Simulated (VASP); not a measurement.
A run of VASP 6.6.1 is set up as follows.

INCAR

```
SYSTEM = Se
ALGO = Normal
EDIFF = 1E-6
EDIFFG = -0.04
ENCUT = 600
GGA = PE
IBRION = 2
ISIF = 3
ISMEAR = 0
LASPH = .True.
LCHARG = .False.
LREAL = .False.
LWAVE = .False.
NELM = 80
NSW = 90
PREC = Accurate
SIGMA = 0.1
```

File KPOINTS:

```
k-points
0
Gamma
  6 6 6
  0 0 0
```

POSCAR

```
Se
1.0
    2.8610949600      1.6518539500      4.5214466900
   -2.8610949600      1.6518539500      4.5214466900
    0.0000000000     -3.3037079000      4.5214466900
Se
8
Direct
    0.5000000000      0.5000000000      0.5000000000
    0.0000000000      0.0000000000      0.0000000000
    0.4926577900      0.2500000000      0.0073422100
    0.0073422100      0.4926577900      0.2500000000
    0.2500000000      0.0073422100      0.4926577900
    0.5073422100      0.7500000000      0.9926577900
    0.9926577900      0.5073422100      0.7500000000
    0.7500000000      0.9926577900      0.5073422100
```

Potentials or basis: VASP PAW PBE potentials, release 64 (Se).

Run with:

```console
$ cat potpaw_PBE.64/Se/POTCAR > POTCAR
$ mpirun -np 1 vasp_std > vasp.out
```

(1) Predict the space group after relaxing (to 0.1 Å).

(2) What does it give for the relaxed volume?

(3) Predict the relaxed cell.

Answers

(1) R-3c (No. 167).

(2) 26.23 Å³/atom.

(3) a = 7.481 Å, b = 7.481 Å, c = 7.481 Å, α = 47.73°, β = 47.73°, γ = 47.73°.

Caveat: the volume moved by over 15 % at a fixed basis, so the end points are rough.
